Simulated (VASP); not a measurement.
**Sc: single point with r2SCAN**

The system is Sc.

```
Sc
1.0
    -2.00542    2.00542    1.77087
     2.00542   -2.00542    1.77087
     2.00542    2.00542   -1.77087
Sc
1
Direct
  0.00000 0.00000 0.00000
```

This cell differs from its parent crystal: functional r2SCAN, strained.

```json
{"Program": "VASP 6.6.1", "Task": "single point", "Functional": "r2SCAN", "Potentials or basis": "VASP PAW PBE potentials, release 64 (Sc_sv)", "Cutoff": "520 eV", "k mesh": "16 × 16 × 16", "Occupations": "gaussian, width 0.1 eV", "Spin": "no spin polarisation", "Dipole correction": "no", "Further INCAR settings": "ALGO = Normal; EDIFF = 1e-06; NBANDS = 12"}
```

- Pressure: -5.5 GPa

Stress tensor (GPa, compression positive):
```
-6.47  0.00  0.00
 0.00 -6.47  0.00
 0.00  0.00 -3.64
```

Levels at points of the mesh, in eV from the Fermi level:
| k point | band 1 | band 2 | band 3 | band 4 | band 5 | band 6 | band 7 | band 8 | band 9 | band 10 |
| --- | --- | --- | --- | --- | --- | --- | --- | --- | --- | --- |
| (0.00, 0.00, 0.00) | -52.13 | -29.63 | -29.63 | -29.59 | -5.31 | 1.06 | 1.78 | 1.78 | 2.15 | 2.93 |
| (0.50, 0.00, 0.00) | -52.09 | -29.86 | -29.71 | -29.63 | -1.57 | 0.20 | 0.29 | 2.56 | 3.25 | 3.72 |
| (0.50, 0.50, 0.00) | -52.10 | -29.88 | -29.65 | -29.62 | -1.80 | -0.33 | 1.04 | 2.08 | 2.66 | 3.70 |
| (0.50, 0.50, 0.50) | -52.07 | -29.82 | -29.82 | -29.72 | -1.14 | -0.92 | 3.49 | 3.49 | 3.60 | 4.70 |

It took 5.2 min on 1 thread of Intel Xeon 6975P-C, with other jobs on the host, peak memory 0.26 GiB.

Caveat: the cell differs from its parent crystal (functional r2SCAN, strained); the PAW data sets were made with another functional, which shifts forces and pressure a little.
